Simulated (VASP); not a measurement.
Wanted: the native input for a VASP 6.6.1 run.

- Task: single point
- Functional: r2SCAN
- Potentials or basis: VASP PAW PBE potentials, release 64 (W_sv, C_h)
- Cutoff: 910 eV
- k mesh: 13 × 13 × 13
- Occupations: gaussian, width 0.1 eV
- Spin: no spin polarisation
- Dipole correction: no
- Further INCAR settings: ALGO = Normal; EDIFF = 1e-06; NBANDS = 16

WC:

```
W C
1.0
     0.00000    2.19268    2.19268
     2.19268    0.00000    2.19268
     2.19268    2.19268    0.00000
W C
1 1
Direct
  0.00000 0.00000 0.00000
  0.50000 0.50000 0.50000
```

These files were run (other wordings do the same):

POSCAR

```
WC
1.0
    0.0000000000      2.1926800000      2.1926800000
    2.1926800000      0.0000000000      2.1926800000
    2.1926800000      2.1926800000      0.0000000000
W C
1 1
Direct
    0.0000000000      0.0000000000      0.0000000000
    0.5000000000      0.5000000000      0.5000000000
```

INCAR.step1

```
ALGO     = Normal         # electronic algorithm
EDIFF    = 1E-5           # SCF threshold, eV
ENCUT    = 910            # plane-wave cutoff, eV
GGA      = PE             # functional
GGA_COMPAT= False        
ISMEAR   = 0              # smearing method
LASPH    = True           # aspherical terms in the spheres
LCHARG   = False          # write CHGCAR
LREAL    = False          # projectors in reciprocal space
LWAVE    = True           # write WAVECAR
NBANDS   = 16             # bands
NELM     = 120            # most SCF steps
PREC     = Accurate       # precision mode
SIGMA    = 0.1            # smearing width, eV
```

INCAR.step2

```
ALGO     = Normal         # electronic algorithm
EDIFF    = 1E-6           # SCF threshold, eV
ENCUT    = 910            # plane-wave cutoff, eV
GGA_COMPAT= False        
ISIF     = 2              # what is computed and relaxed
ISMEAR   = 0              # smearing method
ISTART   = 1            
LASPH    = True           # aspherical terms in the spheres
LCHARG   = False          # write CHGCAR
LMIXTAU  = True         
LREAL    = False          # projectors in reciprocal space
LWAVE    = False          # write WAVECAR
METAGGA  = R2SCAN         # meta-GGA
NBANDS   = 16             # bands
NELM     = 120            # most SCF steps
PREC     = Accurate       # precision mode
SIGMA    = 0.1            # smearing width, eV
```

KPOINTS

```
k-points
0
Gamma
  13 13 13
```

Potentials or basis: VASP PAW PBE potentials, release 64 (W_sv, C_h).

The run is started by

```bash
$ cat potpaw_PBE.64/W_sv/POTCAR potpaw_PBE.64/C_h/POTCAR > POTCAR
$ cp INCAR.step1 INCAR
$ mpirun -np 1 vasp_std > vasp.out
$ cp INCAR.step2 INCAR
$ mpirun -np 1 vasp_std > vasp.out
```

Results of the run:

| Quantity | Value |
| --- | --- |
| Pressure | -3.9 GPa |
| Band gap on the k mesh | zero (bands 9 and 10 overlap by 3.21 eV) |

Caveat: the cell stands under tension; the PAW data sets were made with another functional, which shifts forces and pressure a little; spin-orbit coupling is left out, which moves the levels of the heavy elements.

Wall time 68 s on 1 thread of Intel(R) Xeon(R) 6975P-C (Granite Rapids), on a shared host, peak memory 0.24 GiB.
